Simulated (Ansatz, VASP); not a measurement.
# Mg6NO6 in VASP and in Ansatz

INCAR

```
SYSTEM = Mg6NO6
ALGO = Normal
DIPOL = 0.5 0.5 0.308
EDIFF = 1E-6
ENCUT = 520
GGA = PE
IDIPOL = 3
ISIF = 2
ISMEAR = 0
IVDW = 12
LASPH = .TRUE.
LCHARG = .FALSE.
LDIPOL = .TRUE.
LREAL = Auto
LWAVE = .FALSE.
NBANDS = 72
NELM = 60
PREC = Accurate
SIGMA = 0.05
```

The input KPOINTS:

```
k-points
0
G
  6 6 1
  0 0 0
```

The input POSCAR:

```
Mg6NO6
1.0
    5.9515779654      0.0000000000      0.0000000000
   -2.9757889827      5.1542177107      0.0000000000
    0.0000000000      0.0000000000     24.5450895495
O Mg N
12 12 2
Direct
    0.1666666667      0.3333333333      0.1629653863
    0.1666666667      0.8333333333      0.1629653863
    0.6666666667      0.3333333333      0.1629653863
    0.6666666667      0.8333333333      0.1629653863
    0.0000000000      0.0000000000      0.2619555132
    0.0000000000      0.5000000000      0.2619555132
    0.5000000000      0.0000000000      0.2619555132
    0.5000000000      0.5000000000      0.2619555132
    0.3333333333      0.1666666667      0.3629884506
    0.3333333333      0.6666666667      0.3629884506
    0.8333333333      0.1666666667      0.3629884506
    0.8333333333      0.6666666667      0.3629884506
    0.3333333333      0.1666666667      0.2124604498
    0.3333333333      0.6666666667      0.2124604498
    0.8333333333      0.1666666667      0.2124604498
    0.8333333333      0.6666666667      0.2124604498
    0.1666666667      0.3333333333      0.3075949074
    0.1666666667      0.8333333333      0.3075949074
    0.6666666667      0.3333333333      0.3075949074
    0.6666666667      0.8333333333      0.3075949074
    0.0000000000      0.0000000000      0.4092504747
    0.0000000000      0.5000000000      0.4092504747
    0.5000000000      0.0000000000      0.4092504747
    0.5000000000      0.5000000000      0.4092504747
    0.2500000000      0.1666666667      0.5477710530
    0.2500000000      0.1666666667      0.5925865343
```

Input for Ansatz:

```yaml
crystal:
  lattice:
    - [5.9515779654, 0.0, 0.0]
    - [-2.9757889827, 5.1542177107, 0.0]
    - [0.0, 0.0, 24.5450895495]
  atoms:
    - { symbol: O, position: [0.1666666667, 0.3333333333, 0.1629653863] }
    - { symbol: O, position: [0.1666666667, 0.8333333333, 0.1629653863] }
    - { symbol: O, position: [0.6666666667, 0.3333333333, 0.1629653863] }
    - { symbol: O, position: [0.6666666667, 0.8333333333, 0.1629653863] }
    - { symbol: Mg, position: [0.3333333333, 0.1666666667, 0.2124604498] }
    - { symbol: Mg, position: [0.3333333333, 0.6666666667, 0.2124604498] }
    - { symbol: Mg, position: [0.8333333333, 0.1666666667, 0.2124604498] }
    - { symbol: Mg, position: [0.8333333333, 0.6666666667, 0.2124604498] }
    - { symbol: O, position: [0.0, 0.0, 0.2619555132] }
    - { symbol: O, position: [0.0, 0.5, 0.2619555132] }
    - { symbol: O, position: [0.5, 0.0, 0.2619555132] }
    - { symbol: O, position: [0.5, 0.5, 0.2619555132] }
    - { symbol: Mg, position: [0.1666666667, 0.3333333333, 0.3075949074] }
    - { symbol: Mg, position: [0.1666666667, 0.8333333333, 0.3075949074] }
    - { symbol: Mg, position: [0.6666666667, 0.3333333333, 0.3075949074] }
    - { symbol: Mg, position: [0.6666666667, 0.8333333333, 0.3075949074] }
    - { symbol: O, position: [0.3333333333, 0.1666666667, 0.3629884506] }
    - { symbol: O, position: [0.3333333333, 0.6666666667, 0.3629884506] }
    - { symbol: O, position: [0.8333333333, 0.1666666667, 0.3629884506] }
    - { symbol: O, position: [0.8333333333, 0.6666666667, 0.3629884506] }
    - { symbol: Mg, position: [0.0, 0.0, 0.4092504747] }
    - { symbol: Mg, position: [0.0, 0.5, 0.4092504747] }
    - { symbol: Mg, position: [0.5, 0.0, 0.4092504747] }
    - { symbol: Mg, position: [0.5, 0.5, 0.4092504747] }
    - { symbol: "N", position: [0.25, 0.1666666667, 0.547771053] }
    - { symbol: "N", position: [0.25, 0.1666666667, 0.5925865343] }
basis:
  ecutwfc: 420
kpoints:
  mp_grid: { grid: [6, 6, 1] }
hamiltonian:
  xc: pbe
  pseudopotentials: { kind: paw, azcp: { folder: soft_1 } }
  dispersion: d3bj
scf:
  occupations: { method: gaussian, width: 0.05 }
output:
  forces: true
  eigenvalues: true
efield:
  axis: 3
  dipole_correction: true
  ramp_width: 0.04
```

Alike in both runs: task single point; functional PBE; dispersion D3(BJ); k mesh 6 × 6 × 1; occupations gaussian, width 0.05 eV; no spin polarisation.

|  | VASP | Ansatz |
| --- | --- | --- |
| version | VASP 6.6.1 | Ansatz 0.2.0 |
| potentials or method | VASP PAW PBE potentials, release 64 (O, Mg, N), cutoff 520 eV | scalar-relativistic, plane waves, PAW |
| valence electrons in the cell | 106 | 202 |

|  | VASP | Ansatz | Ansatz less VASP |
| --- | --- | --- | --- |
| gap on the k mesh at the Fermi level (eV) | none | none | - |
| rms of the force components (eV/Å) | 0.831 | 0.762 | -0.0693 |

A gap of «none» marks a metal or a gap that the smearing closes. VASP's potentials hold 106 valence electrons a cell and Ansatz's 202, so a difference there can come from the potentials and not from the codes. Ansatz's warnings: vacuum below fermi.

Noted on VASP's run: the standard files for N, O and F lose accuracy on very short bonds.
